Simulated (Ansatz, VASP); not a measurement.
**One calculation of Mo, two programs**

The input INCAR:

```
  PREC = Accurate
  ENCUT = 520
  EDIFF = 1E-6
  ISMEAR = 0
  SIGMA = 0.15
  LREAL = False
  LASPH = True
  NELM = 80
  ALGO = Fast
  ISIF = 2
  LWAVE = False
  LCHARG = False
  GGA = PS
  NBANDS = 13
```

Contents of KPOINTS:

```
regular mesh
0
Gamma
  22 22 22
```

The input POSCAR:

```
Mo
1.0
   -1.5631450000      1.5710000000      1.5631450000
    1.5788550000     -1.5710000000      1.5788550000
    1.5631450000      1.5710000000     -1.5631450000
Mo
1
Direct
    0.0000000000      0.0000000000      0.0000000000
```

Input for Ansatz:

```yaml
crystal:
  lattice:
    - [-1.563145, 1.571, 1.563145]
    - [1.578855, -1.571, 1.578855]
    - [1.563145, 1.571, -1.563145]
  atoms:
    - { symbol: Mo, position: [0.0, 0.0, 0.0] }
basis:
  ecutwfc: 420
kpoints:
  mp_grid: { grid: [22, 22, 22] }
hamiltonian:
  xc: pbesol
scf:
  occupations: { method: gaussian, width: 0.15 }
output:
  forces: true
  stress: true
  eigenvalues: true
```

Change from the starting cell: strain +0.0100 x Voigt [0, 0, 0, 0, 1, 0], atoms carried along.

Alike in both runs: task single point; functional PBEsol; k mesh 22 × 22 × 22; occupations gaussian, width 0.15 eV; no spin polarisation.

```csv
,VASP,Ansatz
version,VASP 6.6.1,Ansatz 0.2.0
potentials or method,"VASP PAW PBE potentials, release 64 (Mo_sv), cutoff 520 eV","scalar-relativistic, plane waves, PAW"
valence electrons in the cell,14,14
```

Ansatz gave:

* gap on the k mesh at the Fermi level (eV): none
* pressure (GPa): -3.2
* traceless stress, the component that is largest in VASP (GPa): -0.99

Question: What did VASP give for the same quantities?

Answer: gap on the k mesh at the Fermi level (eV): none; pressure (GPa): -2.7; traceless stress, the component that is largest in VASP (GPa): -1.00.

VASP's potentials were made for PBE, not for PBEsol. A gap of «none» marks a metal or a gap that the smearing closes.
